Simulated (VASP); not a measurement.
# Co5Ru: single point with PBE

Crystal: Co5Ru.

```
CELL_PARAMETERS angstrom
4.38415 0.00000 0.00000
-2.19207 3.79678 0.00000
0.00000 0.00000 4.09226
ATOMIC_POSITIONS crystal
Co 0.66667 0.33333 0.00000
Co 0.33333 0.66667 0.00000
Co 0.00000 0.34167 0.50000
Co 0.65833 0.65833 0.50000
Co 0.34167 0.00000 0.50000
Ru 0.00000 0.00000 0.00000
```

* Program: VASP 6.6.1
* Task: single point
* Functional: PBE
* Potentials or basis: VASP PAW PBE potentials, release 64 (Co, Ru_pv)
* Cutoff: 520 eV
* k mesh: 6 × 6 × 4
* Occupations: gaussian, width 0.1 eV
* Spin: collinear spin, ferromagnetic start
* Starting moments: [1.66, 1.66, 1.66, 1.66, 1.66, 0.28] μB

* Pressure: -0.7 GPa
* Largest force: 0.014 eV/Å
* Net moment: 7.45 μB per cell
* Site moments: Co +1.27, +1.58; Ru +0.26 μB
* Valence electrons inside the program's atomic spheres: Co 8.30, 8.25; Ru 12.68

Forces in eV/Å, atoms in the order of the input:
```
Co   0.000  0.000  0.000
Co   0.000  0.000  0.000
Co  -0.007  0.012  0.000
Co  -0.007 -0.012  0.000
Co   0.014  0.000  0.000
Ru   0.000  0.000  0.000
```

Stress tensor (GPa, compression positive):
```
-0.25  0.00  0.00
 0.00 -0.25  0.00
 0.00  0.00 -1.47
```

Levels at points of the mesh, in eV from the Fermi level:
Spin up:
```tsv
k point	band 31	band 32	band 33	band 34	band 35	band 36
(0.00, 0.00, 0.00)	-0.67	-0.11	0.05	0.05	0.18	4.68
(0.50, 0.00, 0.00)	-0.66	-0.08	0.10	0.19	0.38	1.74
(0.00, 0.00, 0.50)	-0.84	-0.71	-0.30	-0.30	0.37	5.21
(0.50, 0.00, 0.50)	-0.32	-0.15	0.00	0.25	0.48	0.73
```
Spin down:
```csv
k point,band 22,band 23,band 24,band 25,band 26,band 27,band 28,band 29,band 30,band 31
"(0.00, 0.00, 0.00)",-0.69,-0.44,-0.44,-0.32,-0.32,0.20,0.72,0.80,0.80,0.93
"(0.50, 0.00, 0.00)",-0.70,-0.60,-0.59,-0.31,-0.17,0.18,0.44,0.60,0.94,1.06
"(0.00, 0.00, 0.50)",-1.05,-1.05,-0.42,-0.42,-0.27,-0.27,0.57,0.57,0.70,0.70
"(0.50, 0.00, 0.50)",-0.36,-0.36,-0.22,-0.19,0.21,0.40,0.68,0.80,1.05,1.16
```

Wall time 5.6 min on 1 thread of AMD EPYC 7R13, on a shared host, peak memory 0.24 GiB.

Caveat: the k points lie up to 0.38 Å⁻¹ apart.
